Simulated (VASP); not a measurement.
# NaY (Fm-3m) in VASP: notebook

The runs below take NaY through single point, relaxation of cell and atoms, with PBE.

Everything below comes from runs of VASP 6.6.1. Logs are shortened: lines on timing, memory, paths and dates and some standing lists are left out, and cuts for length are marked.

**1. The cell of the first run**

It takes space group Fm-3m (No. 225, cubic). Conventional cell: a = 6.426 Å, b = 6.426 Å, c = 6.426 Å, α = 90.00°, β = 90.00°, γ = 90.00°. Na (site symmetry m-3m) has 6 Y at 3.21 Å within 4.2 Å. Y (site symmetry m-3m) has 6 Na at 3.21 Å within 4.2 Å.

**2. Single point, PBE**

INCAR

```
SYSTEM = NaY
PREC = Accurate
ENCUT = 520
EDIFF = 1E-7
ISMEAR = 0
SIGMA = 0.1
LREAL = .FALSE.
LASPH = .TRUE.
NELM = 100
ALGO = Normal
ISIF = 2
LWAVE = .FALSE.
LCHARG = .TRUE.
GGA = PE
LELF = .TRUE.
LVHAR = .TRUE.
NBANDS = 16
```

KPOINTS

```
Automatic mesh
0
G
  16 16 16
  0 0 0
```

POSCAR

```
NaY
1.0
    0.0000000000      3.2130818587      3.2130818587
    3.2130818587      0.0000000000      3.2130818587
    3.2130818587      3.2130818587      0.0000000000
Na Y
1 1
Direct
    0.5000000000      0.5000000000      0.5000000000
    0.0000000000      0.0000000000      0.0000000000
```

Potentials or basis: VASP PAW PBE potentials, release 64 (Na_pv, Y_sv).

Launch:

```sh
cat potpaw_PBE.64/Na_pv/POTCAR potpaw_PBE.64/Y_sv/POTCAR > POTCAR
mpirun -np 1 vasp_std > vasp.out
```

OUTCAR:

```text
SYSTEM = NaY
   PREC = Accurate
   ENCUT = 520
   EDIFF = 1E-7
   ISMEAR = 0
   LREAL = .FALSE.
   LASPH = .TRUE.
   NELM = 100
   ISIF = 2
   GGA = PE

 ion  position               nearest neighbor table
   1  0.500  0.500  0.500-   2 3.21   2 3.21   2 3.21   2 3.21   2 3.21   2 3.21
   2  0.000  0.000  0.000-   1 3.21   1 3.21   1 3.21   1 3.21   1 3.21   1 3.21

  LATTYP: Found a face centered cubic cell.
 ALAT       =     6.4261637174

  Lattice vectors:

 A1 = (   0.0000000000,   3.2130818587,   3.2130818587)
 A2 = (   3.2130818587,   0.0000000000,   3.2130818587)
 A3 = (   3.2130818587,   3.2130818587,   0.0000000000)

Analysis of symmetry for initial positions (statically):
=====================================================================
 Subroutine PRICEL returns:
 Original cell was already a primitive cell.

 Routine SETGRP: Setting up the symmetry group for a
 face centered cubic supercell.

 Subroutine GETGRP returns: Found 48 space group operations
 (whereof 48 operations were pure point group operations)
 out of a pool of 48 trial point group operations.

The static configuration has the point symmetry O_h .

Analysis of symmetry for dynamics (positions and initial velocities):
=====================================================================
 Subroutine PRICEL returns:
 Original cell was already a primitive cell.

 Routine SETGRP: Setting up the symmetry group for a
 face centered cubic supercell.

 Subroutine GETGRP returns: Found 48 space group operations
 (whereof 48 operations were pure point group operations)
 out of a pool of 48 trial point group operations.

The dynamic configuration has the point symmetry O_h .

 Subroutine INISYM returns: Found 48 space group operations
 (whereof 48 operations are pure point group operations),
 and found     1 'primitive' translations

----------------------------------------------------------------------------------------

                                     Primitive cell

  volume of cell :      66.3430

  direct lattice vectors                    reciprocal lattice vectors
     0.000000000  3.213081859  3.213081859    -0.155613838  0.155613838  0.155613838
     3.213081859  0.000000000  3.213081859     0.155613838 -0.155613838  0.155613838
     3.213081859  3.213081859  0.000000000     0.155613838  0.155613838 -0.155613838

  length of vectors
     4.543983942  4.543983942  4.543983942     0.269531074  0.269531074  0.269531074

  position of ions in fractional coordinates (direct lattice)
     0.500000000  0.500000000  0.500000000
     0.000000000  0.000000000  0.000000000

  ion indices of the primitive-cell ions
   primitive index   ion index
                 1           1
                 2           2

----------------------------------------------------------------------------------------

 KPOINTS: Automatic mesh

Automatic generation of k-mesh.
 Grid dimensions read from file:
 generate k-points for:   16   16   16

 Generating k-lattice:

  Cartesian coordinates                     Fractional coordinates (reciprocal lattice)
    -0.009725865  0.009725865  0.009725865     0.062500000  0.000000000  0.000000000
     0.009725865 -0.009725865  0.009725865     0.000000000  0.062500000  0.000000000
     0.009725865  0.009725865 -0.009725865     0.000000000  0.000000000  0.062500000

  Length of vectors
     0.016845692  0.016845692  0.016845692

  Shift w.r.t. Gamma in fractional coordinates (k-lattice)
     0.000000000  0.000000000  0.000000000

 Subroutine IBZKPT returns following result:
 ===========================================

 Found    145 irreducible k-points:

 Following reciprocal coordinates:
            Coordinates               Weight
  0.000000  0.000000  0.000000      1.000000
  0.062500  0.000000  0.000000      8.000000
  0.125000  0.000000  0.000000      8.000000
  0.187500  0.000000  0.000000      8.000000
  0.250000  0.000000  0.000000      8.000000
  0.312500  0.000000  0.000000      8.000000
[... 16 lines left out ...]
 -0.125000  0.062500  0.000000     24.000000
 -0.062500  0.062500  0.000000     12.000000
 [... further k-points ...]
   k-points           NKPTS =    145   k-points in BZ     NKDIM =    145   number of bands    NBANDS=     16
   number of dos      NEDOS =    301   number of ions     NIONS =      2
   total plane-waves  NPLWV =  46656
   dimension x,y,z NGX =    36 NGY =   36 NGZ =   36
   dimension x,y,z NGXF=    72 NGYF=   72 NGZF=   72
   ions per type =               1   1
   NGX,Y,Z   is equivalent  to a cutoff of  13.17, 13.17, 13.17 a.u.
   NGXF,Y,Z  is equivalent  to a cutoff of  26.34, 26.34, 26.34 a.u.
 SYSTEM =  NaY
   PREC   = accura    normal or accurate (medium, high low for compatibility)
   ISTART =      0    job   : 0-new  1-cont  2-samecut
   ICHARG =      2    charge: 1-file 2-atom 10-const
   ISPIN  =      1    spin polarized calculation?
   LNONCOLLINEAR =      F non collinear calculations
   LSORBIT =      F    spin-orbit coupling
   LASPH  =      T    aspherical Exc in radial PAW
   ENCUT  =  520.0 eV  38.22 Ry    6.18 a.u.   8.45  8.45  8.45*2*pi/ulx,y,z
   NELM   =    100;   NELMIN=  2; NELMDL= -5     # of ELM steps
   EDIFF  = 0.1E-06   stopping-criterion for ELM
   LREAL  =      F    real-space projection
   EDIFFG = 0.1E-05   stopping-criterion for IOM
   NSW    =      0    number of steps for IOM
   IBRION =     -1    ionic relax: 0-MD 1-quasi-New 2-CG
   NFREE  =      0    steps in history (QN), initial steepest desc. (CG)
   ISIF   =      2    stress and relaxation
   ISYM   =      2    0-nonsym 1-usesym 2-fastsym
   POTIM  = 0.5000    time-step for ionic-motion
   TEBEG  =    0.0;   TEEND  =   0.0 temperature during run
   PSTRESS=    0.0 pullay stress
   NELECT =      18.0000    total number of electrons
   NUPDOWN=      -1.0000    fix difference up-down
   EMIN   =  10.00;   EMAX   =-10.00  energy-range for DOS
   EFERMI =   0.00;   METHOD = LEGACY
   ISMEAR =     0;   SIGMA  =   0.10  broadening in eV -4-tet -1-fermi 0-gaus
   EFERMI_NEDOS =   21; number of points for ismear=-14 and -15
   IALGO  =     38    algorithm
   IMIX   =      4    mixing-type and parameters
     AMIX     =   0.40;   BMIX     =  1.00
     AMIX_MAG =   1.60;   BMIX_MAG =  1.00
  volume/ion in A,a.u.               =      33.17       223.85
  Fermi-wavevector in a.u.,A,eV,Ry     =   1.059824  2.002778 15.282439  1.123228
  Thomas-Fermi vector in A             =   2.195184
   LORBIT       =      0    0 simple, 1 ext, 2 COOP (PROOUT), +10 PAW based schemes
   GGA     = PE    functional components
   LHFCALC =     F    Hartree Fock is set to
   AEXX    =    0.0000 exact exchange contribution
   IVDW    =     0    specifies the selected vdW correction
   LEPSILON=     F    determine dielectric tensor
   LRPA    =     F    only Hartree local field effects (RPA)
 non-spin polarized calculation
 Gauss-broadening in eV      SIGMA  =   0.10
  energy-cutoff  :      520.00
  volume of cell :       66.34
 maximum number of plane-waves:      1816
 NGX is ok and might be reduce to    36
   NGX = 17   NGY = 17   NGZ = 17

 number of electron      17.9999996 magnetization

 Free energy of the ion-electron system (eV)
  ---------------------------------------------------
  ext. energy  EPLUGINS =         0.00000000
  ---------------------------------------------------
  free energy    TOTEN  =        -6.25073059 eV

  energy without entropy =       -6.23405356  energy(sigma->0) =       -6.24239207

 E-fermi :   1.7358     XC(G=0):  -8.2378

 val. band max:        1.7347175309   @ k =   0.5000   0.4375   0.0625
 cond. band min:       1.7473373479   @ k =  -0.1875   0.2500   0.0625
 fundamental gap:      0.0126198170
 Fermi energy:         1.7357646448

 k-point     1 :       0.0000    0.0000    0.0000
  band No.  band energies     occupation
      1     -42.1494      2.00000
      2     -22.4424      2.00000
      3     -22.4424      2.00000
      4     -22.4424      2.00000
      5     -22.0313      2.00000
      6     -22.0313      2.00000
[... 8 lines left out ...]
     15       8.7873      0.00000
     16       8.7873      0.00000

 k-point     2 :       0.0625    0.0000    0.0000
  band No.  band energies     occupation
      1     -42.1494      2.00000
      2     -22.4418      2.00000
      3     -22.4416      2.00000
      4     -22.4416      2.00000
      5     -22.0338      2.00000
      6     -22.0324      2.00000
[... 8 lines left out ...]
     15       8.5953      0.00000
     16       8.8385      0.00000

 k-point     3 :       0.1250    0.0000    0.0000
  band No.  band energies     occupation
      1     -42.1491      2.00000
      2     -22.4401      2.00000
      3     -22.4394      2.00000
      4     -22.4394      2.00000
      5     -22.0408      2.00000
      6     -22.0357      2.00000
[... 8 lines left out ...]
     15       8.6571      0.00000
     16       8.9646      0.00000

 k-point     4 :       0.1875    0.0000    0.0000
  band No.  band energies     occupation
      1     -42.1488      2.00000
      2     -22.4374      2.00000
      3     -22.4361      2.00000
      4     -22.4361      2.00000
      5     -22.0514      2.00000
      6     -22.0406      2.00000
[... 8 lines left out ...]
     15       8.8640      0.00000
     16       9.0689      0.00000
[... 324 lines left out ...]
 k-point    22 :      -0.1875    0.0625    0.0000
  band No.  band energies     occupation
      1     -42.1486      2.00000
      2     -22.4430      2.00000
      3     -22.4321      2.00000
      4     -22.4308      2.00000
      5     -22.0590      2.00000
      6     -22.0463      2.00000
[... 8 lines left out ...]
     15       8.4840      0.00000
     16       9.0440      0.00000

 k-point    23 :      -0.1250    0.0625    0.0000
  band No.  band energies     occupation
      1     -42.1490      2.00000
      2     -22.4441      2.00000
      3     -22.4360      2.00000
      4     -22.4351      2.00000
      5     -22.0479      2.00000
      6     -22.0404      2.00000
[... 8 lines left out ...]
     15       8.5443      0.00000
     16       8.8763      0.00000

 k-point    24 :      -0.0625    0.0625    0.0000
  band No.  band energies     occupation
      1     -42.1492      2.00000
      2     -22.4436      2.00000
      3     -22.4393      2.00000
      4     -22.4389      2.00000
      5     -22.0390      2.00000
      6     -22.0356      2.00000
[... 8 lines left out ...]
     15       8.5263      0.00000
     16       8.7014      0.00000

 [... further k-points ...]

------------------------ aborting loop because EDIFF is reached ----------------------------------------

  FORCE on cell =-STRESS in cart. coord.  units (eV):
  Direction    XX          YY          ZZ          XY          YZ          ZX
  --------------------------------------------------------------------------------------
  -------------------------------------------------------------------------------------
  Total        0.0180189      0.0180189      0.0180189     -0.0000000     -0.0000000      0.0000000
  in kB        0.4351548      0.4351548      0.4351548     -0.0000000     -0.0000000      0.0000000
  external PRESSURE =       0.4351548 kB  Pullay stress =       0.0000000 kB

 VOLUME and BASIS-vectors are now :
 -----------------------------------------------------------------------------
  energy-cutoff  :      520.00
  volume of cell :       66.34
      direct lattice vectors                 reciprocal lattice vectors
     0.000000000  3.213081859  3.213081859    -0.155613838  0.155613838  0.155613838
     3.213081859  0.000000000  3.213081859     0.155613838 -0.155613838  0.155613838
     3.213081859  3.213081859  0.000000000     0.155613838  0.155613838 -0.155613838

 POSITION                                       TOTAL-FORCE (eV/Angst)
 -----------------------------------------------------------------------------------
      3.21308      3.21308      3.21308         0.000000     -0.000000      0.000000
      0.00000      0.00000      0.00000        -0.000000      0.000000     -0.000000
 -----------------------------------------------------------------------------------
    total drift:                                0.000000      0.000000      0.000000

  FREE ENERGIE OF THE ION-ELECTRON SYSTEM (eV)
  ---------------------------------------------------
  free  energy   TOTEN  =        -6.2507305914 eV

  energy  without entropy=       -6.2340535554  energy(sigma->0) =       -6.24239207
```

Run time: 2.8 min. Hardware: 1 thread of Intel Xeon Platinum 8488C (Sapphire Rapids), shared host; peak memory 0.33 GiB.

What came out:

| Item | Value |
| --- | --- |
| Free energy | -6.2507 eV |
| Pressure | 0.0 GPa |
| Band gap on the k mesh | zero (bands 9 and 10 overlap by 1.13 eV) |

(Part 1 of 2 ends here.)
